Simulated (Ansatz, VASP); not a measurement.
**HCl in VASP and in Ansatz**

The input INCAR:

```
ALGO = Normal ; EDIFF = 1E-6
ENCUT = 520 ; GGA = PS
ISIF = 2 ; ISMEAR = 0
LASPH = True ; LCHARG = False
LREAL = False ; LWAVE = False
NBANDS = 11 ; NELM = 100
PREC = Accurate ; SIGMA = 0.15
```

Contents of KPOINTS:

```
k-points
0
Gamma
  16 16 16
```

POSCAR

```
HCl
1.0
    0.0000000000      2.6690625000      2.6006250000
    2.6690625000      0.0000000000      2.6006250000
    2.6690625000      2.6690625000      0.0000000000
H Cl
1 1
Direct
    0.0000000000      0.0000000000      0.0000000000
    0.5000000000      0.5000000000      0.5000000000
```

Input for Ansatz:

```yaml
crystal:
  lattice:
    - [0.0, 2.6690625, 2.600625]
    - [2.6690625, 0.0, 2.600625]
    - [2.6690625, 2.6690625, 0.0]
  atoms:
    - { symbol: H, position: [0.0, 0.0, 0.0] }
    - { symbol: Cl, position: [0.5, 0.5, 0.5] }
basis:
  ecutwfc: 420
kpoints:
  mp_grid: { grid: [16, 16, 16] }
hamiltonian:
  xc: pbesol
scf:
  occupations: { method: gaussian, width: 0.15 }
output:
  forces: true
  stress: true
  eigenvalues: true
```

Change from the starting cell: strain -0.025 along x and y, -0.050 along z, atoms carried along.

Alike in both runs: task single point; functional PBEsol; k mesh 16 × 16 × 16; occupations gaussian, width 0.15 eV; no spin polarisation.

|  | VASP | Ansatz |
| --- | --- | --- |
| version | VASP 6.6.1 | Ansatz 0.2.0 |
| potentials or method | VASP PAW PBE potentials, release 64 (H, Cl), cutoff 520 eV | scalar-relativistic, plane waves, PAW |
| valence electrons in the cell | 8 | 8 |

|  | VASP | Ansatz | Ansatz less VASP |
| --- | --- | --- | --- |
| gap on the k mesh at the Fermi level (eV) | none | none | - |
| pressure (GPa) | -11.0 | -11.0 | +0.06 |
| traceless stress, the component that is largest in VASP (GPa) | -1.53 | -1.52 | +0.006 |

VASP's potentials were made for PBE, not for PBEsol. A gap of «none» marks a metal or a gap that the smearing closes.
